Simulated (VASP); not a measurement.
A run of VASP 6.6.1:

The input INCAR:

```
PREC = Accurate ; ENCUT = 600
EDIFF = 1E-6 ; ISMEAR = -1
SIGMA = 0.05 ; LREAL = F
LASPH = T ; NELM = 150
ALGO = Normal ; ISIF = 3
LWAVE = F ; LCHARG = F
LMAXMIX = 4 ; LDAU = T
LDAUTYPE = 2 ; LDAUL = 2 -1
LDAUU = 5 0 ; LDAUJ = 0 0
LDAUPRINT = 1 ; GGA = PS
IBRION = 2 ; NSW = 60
EDIFFG = -0.01
```

Contents of KPOINTS:

```
regular mesh
0
Gamma
  10 10 10
```

The input POSCAR:

```
WC
1.0
    0.0000000000      2.1926840000      2.1926840000
    2.1926840000      0.0000000000      2.1926840000
    2.1926840000      2.1926840000      0.0000000000
W C
1 1
Direct
    0.0000000000      0.0000000000      0.0000000000
    0.5000000000      0.5000000000      0.5000000000
```

Potentials or basis: VASP PAW PBE potentials, release 64 (W_sv, C).

The run is started by

```console
$ cat potpaw_PBE.64/W_sv/POTCAR potpaw_PBE.64/C/POTCAR > POTCAR
$ mpirun -np 1 vasp_std > vasp.out
```

Hardware: 1 thread of Intel(R) Xeon(R) Platinum 8488C (Sapphire Rapids), on a shared host.

Task: How long does it take, and how much memory?

Result: It took 27 s on 1 thread of Intel(R) Xeon(R) Platinum 8488C (Sapphire Rapids), on a shared host, peak memory 0.17 GiB. Counts: scf iterations 23, k points 47, ion steps 3.
